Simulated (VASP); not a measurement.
Crystal: TiO.

```
CELL_PARAMETERS angstrom
3.03100 0.00000 0.00000
-1.51550 2.62492 0.00000
0.00000 0.00000 3.23770
ATOMIC_POSITIONS crystal
Ti 0.66667 0.33333 0.00000
O 0.00000 0.00000 0.50000
```

Base run:

| Property | Result |
| --- | --- |
| Program | VASP 6.6.1 |
| Functional | r2SCAN |
| Potentials or basis | VASP PAW PBE potentials, release 64 (Ti_sv, O) |
| Cutoff | 520 eV |
| k mesh | 12 × 12 × 8, shifted |
| Occupations | gaussian, width 0.01 eV |
| Spin | no spin polarisation |

Its results: band gap on the k mesh 0.37 eV; pressure -39.2 GPa.

Question: The run is repeated on the same cell with these changes: k mesh from 12 × 12 × 8, shifted to 6 × 6 × 6, shifted; further incar settings from ALGO = Normal; EDIFF = 1e-06; NBANDS = 16; ISYM = 0 to ALGO = Normal; EDIFF = 1e-07; NBANDS = 16; ISYM = 0. What comes out?

Answer: Band gap on the k mesh 0.65 eV; pressure -39.2 GPa.

Caveats: the cell stands under tension; the PAW data sets were made with another functional, which shifts forces and pressure a little; a shifted mesh leaves out Γ, where band edges can lie.

A k mesh can miss the band edges.
